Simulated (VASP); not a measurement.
Wanted: the native input for a VASP 6.6.1 run.

```
Task                   : single point
Functional             : PBE
Potentials or basis    : VASP PAW PBE potentials, release 64 (Sr_sv, O)
Cutoff                 : 520 eV
k mesh                 : 8 × 8 × 8
Occupations            : gaussian, width 0.05 eV
Spin                   : no spin polarisation
Dipole correction      : no
Further INCAR settings : ALGO = Normal; EDIFF = 1e-06; NBANDS = 15
```

The structure of SrO lies in POSCAR:

```
SrO
1.0
    0.0000000000      2.6083470000      2.5312530000
    2.6083470000      0.0000000000      2.5312530000
    2.6083470000      2.6083470000      0.0000000000
Sr O
1 1
Direct
    0.0000000000      0.0000000000      0.0000000000
    0.5000000000      0.5000000000      0.5000000000
```

This cell differs from its parent crystal: strain +0.015 along x and y, -0.015 along z.

These files were run (other wordings do the same):

INCAR

```
SYSTEM = SrO
PREC = Accurate
ENCUT = 520
EDIFF = 1E-6
ISMEAR = 0
SIGMA = 0.05
LREAL = .False.
LASPH = .True.
NELM = 80
ALGO = Normal
ISIF = 2
LWAVE = .False.
LCHARG = .False.
GGA = PE
NBANDS = 15
```

KPOINTS

```
regular mesh
0
Gamma
  8 8 8
  0 0 0
```

Potentials or basis: VASP PAW PBE potentials, release 64 (Sr_sv, O).

The run is started by

```sh
$ cat potpaw_PBE.64/Sr_sv/POTCAR potpaw_PBE.64/O/POTCAR > POTCAR
$ mpirun -np 1 vasp_std > vasp.out
```

It gave:

```json
{
  "Pressure": "2.3 GPa",
  "Band gap on the k mesh": "3.13 eV, indirect (least direct gap 3.32 eV)"
}
```

Caveat: the cell differs from its parent crystal (strain +0.015 along x and y, -0.015 along z).

Wall time 17 s on 1 thread of Intel Xeon 6975P-C (shared host), peak memory 0.18 GiB.
